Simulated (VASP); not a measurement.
Here is a VASP 6.6.1 calculation.

File INCAR:

```
SYSTEM = In
  PREC = Accurate
  ENCUT = 520
  EDIFF = 1E-7
  ISMEAR = -1
  SIGMA = 0.1
  LREAL = .FALSE.
  LASPH = .TRUE.
  NELM = 80
  ALGO = Normal
  ISIF = 2
  LWAVE = .FALSE.
  LCHARG = .FALSE.
  GGA = RE
  NBANDS = 20
```

KPOINTS

```
Automatic mesh
0
G
  12 12 7
  0 0 0
```

File POSCAR:

```
In
1.0
    3.4866811000      0.0000000000      0.0000000000
   -1.7433405500      3.0195544075      0.0000000000
    0.0000000000      0.0000000000      5.6593192892
In
2
Direct
    0.3333333333      0.6666666667      0.2500000000
    0.6666666667      0.3333333333      0.7500000000
```

Potentials or basis: VASP PAW PBE potentials, release 64 (In_d).

Command:

```sh
$ cat potpaw_PBE.64/In_d/POTCAR > POTCAR
$ mpirun -np 1 vasp_std > vasp.out
```

(1) Predict the pressure.

(2) What does it give for the band gap on the k mesh?

## Answers

(1) -1.1 GPa.

(2) zero (bands 13 and 14 overlap by 4.35 eV).

Caveat: the PAW data sets were made with another functional, which shifts forces and pressure a little; spin-orbit coupling is left out, which moves the levels of the heavy elements.
